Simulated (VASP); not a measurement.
Al2O3, 5 atoms in the cell. The structure is hexagonal, space group P-6m2 (No. 187). Conventional cell: a = 2.781 Å, b = 2.781 Å, c = 7.515 Å, α = 90.00°, β = 90.00°, γ = 120.00°. Al (site symmetry 3m) has 6 O at 1.75 to 2.15 Å within 2.3 Å. O (site symmetry 3m) has 3 Al at 1.75 Å within 2.3 Å. O (site symmetry -6m2) has 6 Al at 2.15 Å and 12 O at 2.67 to 2.78 Å within 2.8 Å. 

```yaml
Program: VASP 6.6.1
Task: single point
Functional: PBE
Dispersion: D3(BJ)
Potentials_or_basis: VASP PAW PBE potentials, release 64 (Al, O)
Cutoff: 520 eV
k_mesh: 9 × 9 × 4
Occupations: gaussian, width 0.05 eV
Spin: no spin polarisation
Dipole_correction: no
Further_INCAR_settings: ALGO = Normal; EDIFF = 1e-06; NBANDS = 20
```

Potentials or basis: VASP PAW PBE potentials, release 64 (Al, O).

Run with:

```console
$ cat potpaw_PBE.64/Al/POTCAR potpaw_PBE.64/O/POTCAR > POTCAR
$ mpirun -np 1 vasp_std > vasp.out
```

Hardware: 1 thread of Intel(R) Xeon(R) 6975P-C (Granite Rapids), on a shared host.

Task: Estimate the wall time of this run.

Result: It took 17 s on 1 thread of Intel(R) Xeon(R) 6975P-C (Granite Rapids), with other jobs on the host, peak memory 0.19 GiB. Counts: scf iterations 15, k points 36.
